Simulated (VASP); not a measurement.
# Cu (Im-3m) in VASP: notebook

Cu is run at these levels: PBE; tasks: single point.

Everything below comes from runs of VASP 6.6.1. Logs are shortened: lines on timing, memory, paths and dates and some standing lists are left out, and cuts for length are marked.

### Step 1. The cell of the first run

The structure is cubic, space group Im-3m (No. 229). The conventional cell has a = 2.765 Å, b = 2.765 Å, c = 2.765 Å, α = 90.00°, β = 90.00°, γ = 90.00°. Within 3.2 Å of Cu (site symmetry m-3m) lie 14 Cu at 2.39 to 2.76 Å.

### Step 2. Single point, PBE (volume scaled by 0.88)

The input, INCAR:

```
PREC = Accurate
ENCUT = 520
EDIFF = 1E-6
ISMEAR = -1
SIGMA = 0.1
LREAL = False
LASPH = True
NELM = 100
ALGO = Normal
ISIF = 2
LWAVE = False
LCHARG = False
GGA = PE
NBANDS = 12
```

The input, KPOINTS:

```
Automatic mesh
0
Gamma
  18 18 18
```

The input, POSCAR:

```
Cu
1.0
   -1.3824120072      1.3824120072      1.3824120072
    1.3824120072     -1.3824120072      1.3824120072
    1.3824120072      1.3824120072     -1.3824120072
Cu
1
Direct
    0.0000000000      0.0000000000      0.0000000000
```

Potentials or basis: VASP PAW PBE potentials, release 64 (Cu).

The run is started by

```console
cat potpaw_PBE.64/Cu/POTCAR > POTCAR
mpirun -np 1 vasp_std > vasp.out
```

OUTCAR:

```text
PREC = Accurate
   ENCUT = 520
   EDIFF = 1E-6
   ISMEAR = -1
   LREAL = False
   LASPH = True
   NELM = 100
   ISIF = 2
   GGA = PE

 ion  position               nearest neighbor table
   1  0.000  0.000  0.000-

  LATTYP: Found a body centered cubic cell.
 ALAT       =     2.7648240144

  Lattice vectors:

 A1 = (  -1.3824120072,   1.3824120072,   1.3824120072)
 A2 = (   1.3824120072,  -1.3824120072,   1.3824120072)
 A3 = (   1.3824120072,   1.3824120072,  -1.3824120072)

Analysis of symmetry for initial positions (statically):
=====================================================================
 Subroutine PRICEL returns:
 Original cell was already a primitive cell.

 Routine SETGRP: Setting up the symmetry group for a
 body centered cubic supercell.

 Subroutine GETGRP returns: Found 48 space group operations
 (whereof 48 operations were pure point group operations)
 out of a pool of 48 trial point group operations.

The static configuration has the point symmetry O_h .

Analysis of symmetry for dynamics (positions and initial velocities):
=====================================================================
 Subroutine PRICEL returns:
 Original cell was already a primitive cell.

 Routine SETGRP: Setting up the symmetry group for a
 body centered cubic supercell.

 Subroutine GETGRP returns: Found 48 space group operations
 (whereof 48 operations were pure point group operations)
 out of a pool of 48 trial point group operations.

The dynamic configuration has the point symmetry O_h .

 Subroutine INISYM returns: Found 48 space group operations
 (whereof 48 operations are pure point group operations),
 and found     1 'primitive' translations

----------------------------------------------------------------------------------------

                                     Primitive cell

  volume of cell :      10.5675

  direct lattice vectors                    reciprocal lattice vectors
    -1.382412007  1.382412007  1.382412007     0.000000000  0.361686673  0.361686673
     1.382412007 -1.382412007  1.382412007     0.361686673  0.000000000  0.361686673
     1.382412007  1.382412007 -1.382412007     0.361686673  0.361686673  0.000000000

  length of vectors
     2.394407833  2.394407833  2.394407833     0.511502199  0.511502199  0.511502199
[... 77 lines left out ...]
   ENCUT  =  520.0 eV  38.22 Ry    6.18 a.u.   4.45  4.45  4.45*2*pi/ulx,y,z
   NELM   =    100;   NELMIN=  2; NELMDL= -5     # of ELM steps
   EDIFF  = 0.1E-05   stopping-criterion for ELM
   LREAL  =      F    real-space projection
   EDIFFG = 0.1E-04   stopping-criterion for IOM
   NSW    =      0    number of steps for IOM
   IBRION =     -1    ionic relax: 0-MD 1-quasi-New 2-CG
   NFREE  =      0    steps in history (QN), initial steepest desc. (CG)
   ISIF   =      2    stress and relaxation
   ISYM   =      2    0-nonsym 1-usesym 2-fastsym
   POTIM  = 0.5000    time-step for ionic-motion
   TEBEG  =    0.0;   TEEND  =   0.0 temperature during run
   PSTRESS=    0.0 pullay stress
   NELECT =      11.0000    total number of electrons
   NUPDOWN=      -1.0000    fix difference up-down
   EMIN   =  10.00;   EMAX   =-10.00  energy-range for DOS
   EFERMI =   0.00;   METHOD = LEGACY
   ISMEAR =    -1;   SIGMA  =   0.10  broadening in eV -4-tet -1-fermi 0-gaus
   EFERMI_NEDOS =   21; number of points for ismear=-14 and -15
   IALGO  =     38    algorithm
   IMIX   =      4    mixing-type and parameters
     AMIX     =   0.40;   BMIX     =  1.00
     AMIX_MAG =   1.60;   BMIX_MAG =  1.00
  volume/ion in A,a.u.               =      10.57        71.31
  Fermi-wavevector in a.u.,A,eV,Ry     =   1.659134  3.135309 37.453123  2.752727
  Thomas-Fermi vector in A             =   2.746595
   LORBIT       =      0    0 simple, 1 ext, 2 COOP (PROOUT), +10 PAW based schemes
   GGA     = PE    functional components
   LHFCALC =     F    Hartree Fock is set to
   AEXX    =    0.0000 exact exchange contribution
   IVDW    =     0    specifies the selected vdW correction
   LEPSILON=     F    determine dielectric tensor
   LRPA    =     F    only Hartree local field effects (RPA)
 non-spin polarized calculation
  energy-cutoff  :      520.00
  volume of cell :       10.57
 maximum number of plane-waves:       321
 NGX is ok and might be reduce to    18
   NGX =  9   NGY =  9   NGZ =  9

 number of electron      11.0000015 magnetization

 Free energy of the ion-electron system (eV)
  ---------------------------------------------------
  ext. energy  EPLUGINS =         0.00000000
  ---------------------------------------------------
  free energy    TOTEN  =        -3.59283022 eV

  energy without entropy =       -3.58044118  energy(sigma->0) =       -3.58663570

 E-fermi :   9.0830     XC(G=0): -13.3870

 val. band max:        9.0637979713   @ k =  -0.3333   0.4444   0.1111
 cond. band min:       9.0876178346   @ k =  -0.2778   0.4444   0.1111
 fundamental gap:      0.0238198633
 Fermi energy:         9.0829582726

 k-point     1 :       0.0000    0.0000    0.0000
  band No.  band energies     occupation
      1      -1.1784      2.00000
      2       5.5645      2.00000
      3       5.5645      2.00000
      4       5.5645      2.00000
      5       6.7539      2.00000
      6       6.7539      2.00000
      7      35.1869      0.00000
      8      35.1869      0.00000
      9      35.1869      0.00000
     10      39.7761      0.00000
     11      39.7761      0.00000
     12      40.2435      0.00000
[... 331 lines left out ...]
 k-point    24 :       0.3889    0.1111    0.0000
  band No.  band energies     occupation
      1       3.5212      2.00000
      2       4.7738      2.00000
      3       6.1864      2.00000
      4       6.6879      2.00000
      5       7.1035      2.00000
      6       9.0109      1.34564
      7      15.0737      0.00000
      8      24.2992      0.00000
      9      27.7658      0.00000
     10      33.6994      0.00000
     11      38.3513      0.00000
     12      42.4032      0.00000

 [... further k-points ...]
[... 5 lines left out ...]
  --------------------------------------------------------------------------------------
  -------------------------------------------------------------------------------------
  Total        1.6457291      1.6457291      1.6457291      0.0000000     -0.0000000      0.0000000
  in kB      249.5148733    249.5148733    249.5148733      0.0000000     -0.0000000      0.0000000
  external PRESSURE =     249.5148733 kB  Pullay stress =       0.0000000 kB

 VOLUME and BASIS-vectors are now :
 -----------------------------------------------------------------------------
  energy-cutoff  :      520.00
  volume of cell :       10.57
      direct lattice vectors                 reciprocal lattice vectors
    -1.382412007  1.382412007  1.382412007     0.000000000  0.361686673  0.361686673
     1.382412007 -1.382412007  1.382412007     0.361686673  0.000000000  0.361686673
     1.382412007  1.382412007 -1.382412007     0.361686673  0.361686673  0.000000000

 POSITION                                       TOTAL-FORCE (eV/Angst)
 -----------------------------------------------------------------------------------
      0.00000      0.00000      0.00000         0.000000      0.000000     -0.000000
 -----------------------------------------------------------------------------------
    total drift:                                0.000000      0.000000      0.000000

  FREE ENERGIE OF THE ION-ELECTRON SYSTEM (eV)
  ---------------------------------------------------
  free  energy   TOTEN  =        -3.5928302170 eV

  energy  without entropy=       -3.5804411787  energy(sigma->0) =       -3.58663570
```

It took 15 s on 1 thread of Intel Xeon 6975P-C, shared host; peak memory 0.14 GiB.

Results:

* Free energy: -3.5928 eV
* Pressure: 25.0 GPa

Levels at points of the mesh, in eV from the Fermi level:
| k point | band 1 | band 2 | band 3 | band 4 | band 5 | band 6 | band 7 | band 8 | band 9 | band 10 |
| --- | --- | --- | --- | --- | --- | --- | --- | --- | --- | --- |
| (0.00, 0.00, 0.00) | -10.26 | -3.52 | -3.52 | -3.52 | -2.33 | -2.33 | 26.10 | 26.10 | 26.10 | 30.69 |
| (0.50, 0.00, 0.00) | -5.75 | -4.36 | -2.37 | -2.19 | -1.46 | -0.92 | 4.95 | 18.39 | 18.97 | 22.74 |
| (0.50, 0.50, 0.50) | -5.35 | -5.35 | -1.66 | -1.66 | -1.66 | 8.69 | 8.69 | 8.69 | 14.44 | 14.44 |

Caveat: the cell differs from its parent crystal (volume scaled by 0.88).

### Step 3. Single point, PBE

This run uses another cell than the first one, of 12.01 Å³/atom, 1.136 times its volume.

The input, INCAR:

```
PREC     = Accurate       # precision mode
ENCUT    = 520            # plane-wave cutoff, eV
EDIFF    = 1E-7           # SCF threshold, eV
ISMEAR   = -1             # smearing method
SIGMA    = 0.1            # smearing width, eV
LREAL    = F              # projectors in reciprocal space
LASPH    = T              # aspherical terms in the spheres
NELM     = 80             # most SCF steps
ALGO     = Normal         # electronic algorithm
ISIF     = 2              # what is computed and relaxed
LWAVE    = F              # write WAVECAR
LCHARG   = F              # write CHGCAR
GGA      = PE             # functional
NBANDS   = 12             # bands
```

KPOINTS is that of step 2.

The input, POSCAR:

```
Cu
1.0
   -1.4425911822      1.4425911822      1.4425911822
    1.4425911822     -1.4425911822      1.4425911822
    1.4425911822      1.4425911822     -1.4425911822
Cu
1
Direct
    0.0000000000      0.0000000000      0.0000000000
```

Potentials or basis: VASP PAW PBE potentials, release 64 (Cu).

The run is started by

```console
cat potpaw_PBE.64/Cu/POTCAR > POTCAR
mpirun -np 1 vasp_std > vasp.out
```

OUTCAR:

```text
PREC = Accurate
   ENCUT = 520
   EDIFF = 1E-7
   ISMEAR = -1
   LREAL = F
   LASPH = T
   NELM = 80
   ISIF = 2
   GGA = PE

 ion  position               nearest neighbor table
   1  0.000  0.000  0.000-

  LATTYP: Found a body centered cubic cell.
 ALAT       =     2.8851823644

  Lattice vectors:

 A1 = (  -1.4425911822,   1.4425911822,   1.4425911822)
 A2 = (   1.4425911822,  -1.4425911822,   1.4425911822)
 A3 = (   1.4425911822,   1.4425911822,  -1.4425911822)

Analysis of symmetry for initial positions (statically):
=====================================================================
 Subroutine PRICEL returns:
 Original cell was already a primitive cell.

 Routine SETGRP: Setting up the symmetry group for a
 body centered cubic supercell.

 Subroutine GETGRP returns: Found 48 space group operations
 (whereof 48 operations were pure point group operations)
 out of a pool of 48 trial point group operations.

The static configuration has the point symmetry O_h .

Analysis of symmetry for dynamics (positions and initial velocities):
=====================================================================
 Subroutine PRICEL returns:
 Original cell was already a primitive cell.

 Routine SETGRP: Setting up the symmetry group for a
 body centered cubic supercell.

 Subroutine GETGRP returns: Found 48 space group operations
 (whereof 48 operations were pure point group operations)
 out of a pool of 48 trial point group operations.

The dynamic configuration has the point symmetry O_h .

 Subroutine INISYM returns: Found 48 space group operations
 (whereof 48 operations are pure point group operations),
 and found     1 'primitive' translations

----------------------------------------------------------------------------------------

                                     Primitive cell

  volume of cell :      12.0085

  direct lattice vectors                    reciprocal lattice vectors
[... 107 lines left out ...]
  Fermi-wavevector in a.u.,A,eV,Ry     =   1.589922  3.004517 34.393509  2.527852
  Thomas-Fermi vector in A             =   2.688697
   LORBIT       =      0    0 simple, 1 ext, 2 COOP (PROOUT), +10 PAW based schemes
   GGA     = PE    functional components
   LHFCALC =     F    Hartree Fock is set to
   AEXX    =    0.0000 exact exchange contribution
   IVDW    =     0    specifies the selected vdW correction
   LEPSILON=     F    determine dielectric tensor
   LRPA    =     F    only Hartree local field effects (RPA)
 non-spin polarized calculation
  energy-cutoff  :      520.00
  volume of cell :       12.01
 maximum number of plane-waves:       338
   NGX =  9   NGY =  9   NGZ =  9

 number of electron      11.0000003 magnetization

 Free energy of the ion-electron system (eV)
  ---------------------------------------------------
  ext. energy  EPLUGINS =         0.00000000
  ---------------------------------------------------
  free energy    TOTEN  =        -3.69541814 eV

  energy without entropy =       -3.68202454  energy(sigma->0) =       -3.68872134

 E-fermi :   7.3903     XC(G=0): -12.6315

 val. band max:        7.3837743509   @ k =   0.3889   0.1111  -0.0000
 cond. band min:       7.3906128797   @ k =  -0.4444   0.4444   0.1111
 fundamental gap:      0.0068385289
 Fermi energy:         7.3902896171

 k-point     1 :       0.0000    0.0000    0.0000
  band No.  band energies     occupation
      1      -1.8384      2.00000
      2       4.3263      2.00000
      3       4.3263      2.00000
      4       4.3263      2.00000
      5       5.3126      2.00000
      6       5.3126      2.00000
      7      32.2818      0.00000
      8      32.2818      0.00000
      9      32.2818      0.00000
     10      35.4384      0.00000
     11      35.4384      0.00000
     12      35.4384      0.00000
[... 331 lines left out ...]
 k-point    24 :       0.3889    0.1111   -0.0000
  band No.  band energies     occupation
      1       2.5998      2.00000
      2       3.6816      2.00000
      3       4.8889      2.00000
      4       5.2541      2.00000
      5       5.6048      2.00000
      6       7.3838      1.03256
      7      12.6818      0.00000
      8      21.4442      0.00000
      9      24.6641      0.00000
     10      30.3200      0.00000
     11      34.3165      0.00000
     12      38.5330      0.00000

 [... further k-points ...]
[... 5 lines left out ...]
  --------------------------------------------------------------------------------------
  -------------------------------------------------------------------------------------
  Total        0.0416189      0.0416189      0.0416189      0.0000000      0.0000000     -0.0000000
  in kB        5.5527877      5.5527877      5.5527877      0.0000000      0.0000000     -0.0000000
  external PRESSURE =       5.5527877 kB  Pullay stress =       0.0000000 kB

 VOLUME and BASIS-vectors are now :
 -----------------------------------------------------------------------------
  energy-cutoff  :      520.00
  volume of cell :       12.01
      direct lattice vectors                 reciprocal lattice vectors
    -1.442591182  1.442591182  1.442591182     0.000000000  0.346598542  0.346598542
     1.442591182 -1.442591182  1.442591182     0.346598542  0.000000000  0.346598542
     1.442591182  1.442591182 -1.442591182     0.346598542  0.346598542  0.000000000

 POSITION                                       TOTAL-FORCE (eV/Angst)
 -----------------------------------------------------------------------------------
      0.00000      0.00000      0.00000         0.000000      0.000000      0.000000
 -----------------------------------------------------------------------------------
    total drift:                                0.000000      0.000000      0.000000

  FREE ENERGIE OF THE ION-ELECTRON SYSTEM (eV)
  ---------------------------------------------------
  free  energy   TOTEN  =        -3.6954181372 eV

  energy  without entropy=       -3.6820245407  energy(sigma->0) =       -3.68872134
```

stdout:

```text
POSCAR found type information on POSCAR Cu
 POSCAR found :  1 types and       1 ions
 scaLAPACK will be used
 LDA part: xc-table for (Slater+PW92), standard interpolation
 POSCAR, INCAR and KPOINTS ok, starting setup
 FFT: planning ... GRIDC
 FFT: planning ... GRID_SOFT
 FFT: planning ... GRID
 WAVECAR not read
 entering main loop
```

Wall time 19 s (1 thread of Intel Xeon 6975P-C, shared host); peak memory 0.14 GiB.

Results:

```yaml
Free_energy: -3.6954 eV
Pressure: 0.6 GPa
```
